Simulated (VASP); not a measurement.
Input of a VASP 6.6.1 run:

INCAR

```
  PREC = Accurate
  ENCUT = 520
  EDIFF = 1E-8
  ISMEAR = -1
  SIGMA = 0.03
  LREAL = F
  LASPH = T
  NELM = 100
  ALGO = Normal
  ISIF = 2
  LWAVE = F
  LCHARG = F
  GGA = PS
  LEFG = T
  NBANDS = 20
```

File KPOINTS:

```
regular mesh
0
Gamma
  14 14 11
```

Contents of POSCAR:

```
Ga
1.0
    1.3547675884     -3.9443034667      0.0000000000
    1.3547675884      3.9443034667      0.0000000000
   -0.1150523885      0.0000000000      3.2619531710
Ga
2
Direct
    0.8690000000      0.1310000000      0.2500000000
    0.1310000000      0.8690000000      0.7500000000
```

Potentials or basis: VASP PAW PBE potentials, release 64 (Ga_d).

The run is started by

```sh
$ cat potpaw_PBE.64/Ga_d/POTCAR > POTCAR
$ mpirun -np 1 vasp_std > vasp.out
```

Estimate the largest force.

0.209 eV/Å.

Predict the band gap on the k mesh.

zero (bands 13 and 14 overlap by 8.38 eV).

What does it give for the pressure?

2.0 GPa.

Forces on the atoms (eV/Å):
```
Ga   0.000  0.209  0.000
Ga   0.000 -0.209  0.000
```

Caveat: without QUAD_EFG the Cq values of the log hold for a quadrupole moment of 1 mb, not for the nuclei; the PAW data sets were made with another functional, which shifts forces and pressure a little.
